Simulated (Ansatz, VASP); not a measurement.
SiO2 in VASP and in Ansatz

INCAR

```
SYSTEM = SiO2
PREC = Accurate
ENCUT = 520
EDIFF = 1E-6
ISMEAR = 0
SIGMA = 0.02
LREAL = .False.
LASPH = .True.
NELM = 80
ALGO = Normal
ISIF = 2
LWAVE = .False.
LCHARG = .False.
GGA = PS
NBANDS = 25
```

KPOINTS

```
Automatic mesh
0
Gamma
  6 6 6
  0 0 0
```

Contents of POSCAR:

```
SiO2
1.0
   -2.4908754040      2.4908754040      3.6677129423
    2.4908754040     -2.4908754040      3.6677129423
    2.4908754040      2.4908754040     -3.6677129423
Si O
2 4
Direct
    0.0000000000      0.0000000000      0.0000000000
    0.7500000000      0.2500000000      0.5000000000
    0.3750000000      0.2214284677      0.3464284677
    0.9714284677      0.6250000000      0.8464284677
    0.7785715323      0.1250000000      0.1535715323
    0.8750000000      0.0285715323      0.6535715323
```

Input for Ansatz:

```yaml
crystal:
  lattice:
    - [-2.490875404, 2.490875404, 3.6677129423]
    - [2.490875404, -2.490875404, 3.6677129423]
    - [2.490875404, 2.490875404, -3.6677129423]
  atoms:
    - { symbol: Si, position: [0.0, 0.0, 0.0] }
    - { symbol: Si, position: [0.75, 0.25, 0.5] }
    - { symbol: O, position: [0.375, 0.2214284677, 0.3464284677] }
    - { symbol: O, position: [0.9714284677, 0.625, 0.8464284677] }
    - { symbol: O, position: [0.7785715323, 0.125, 0.1535715323] }
    - { symbol: O, position: [0.875, 0.0285715323, 0.6535715323] }
basis:
  ecutwfc: 420
  xc_grid: 2
kpoints:
  mp_grid: { grid: [6, 6, 6] }
  band_path: { path: [VBM, CBM], npoints: 2 }
hamiltonian:
  xc: pbesol
scf:
  occupations: { method: gaussian, width: 0.02 }
output:
  forces: true
  stress: true
  eigenvalues: true
```

Alike in both runs: task single point; functional PBEsol; k mesh 6 × 6 × 6; occupations gaussian, width 0.02 eV; no spin polarisation.

```csv
,VASP,Ansatz
version,VASP 6.6.1,Ansatz 0.2.0
potentials or method,"VASP PAW PBE potentials, release 64 (Si, O), cutoff 520 eV","scalar-relativistic, plane waves, PAW"
valence electrons in the cell,32,32
```

VASP gave:

- gap on the k mesh at the Fermi level (eV): 5.82
- least direct gap on the mesh (eV): 5.82
- pressure (GPa): 0.5
- rms of the force components (eV/Å): 0.011

Estimate Ansatz's values.

gap on the k mesh at the Fermi level (eV): 5.82; least direct gap on the mesh (eV): 5.82; pressure (GPa): 0.0; rms of the force components (eV/Å): 0.000.

VASP's potentials were made for PBE, not for PBEsol. Atom by atom the forces differ by 0.010 eV/Å (rms over components).
